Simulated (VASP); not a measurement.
Si: single point with PBEsol

The system is Si.

```
Si
1.0
     0.00000    2.71547    2.71547
     2.71547    0.00000    2.71547
     2.71547    2.71547    0.00000
Si
2
Direct
  0.50000 0.50000 0.50000
  0.75000 0.75000 0.75000
```

| Quantity | Value |
| --- | --- |
| Program | VASP 6.6.1 |
| Task | single point |
| Functional | PBEsol |
| Potentials or basis | VASP PAW PBE potentials, release 64 (Si) |
| Cutoff | 520 eV |
| k mesh | 11 × 11 × 11 |
| Occupations | fermi-dirac, width 0.08 eV |
| Spin | no spin polarisation |

- Pressure: 0.2 GPa
- Band gap on the k mesh: 0.48 eV, indirect (least direct gap 2.52 eV)

Levels at points of the mesh, in eV from the valence-band top:
| k point | band 2 | band 3 | band 4 | band 5 | band 6 | band 7 |
| --- | --- | --- | --- | --- | --- | --- |
| (0.00, 0.00, 0.00) | 0.00 | 0.00 | 0.00 | 2.52 | 2.52 | 2.52 |

Run time: 9.8 s on 1 thread of Intel(R) Xeon(R) 6975P-C (Granite Rapids), with other jobs on the host, peak memory 0.16 GiB.

Caveat: the PAW data sets were made with another functional, which shifts forces and pressure a little. Expect the measured gap to be larger: semilocal functionals such as PBEsol lack the derivative discontinuity.
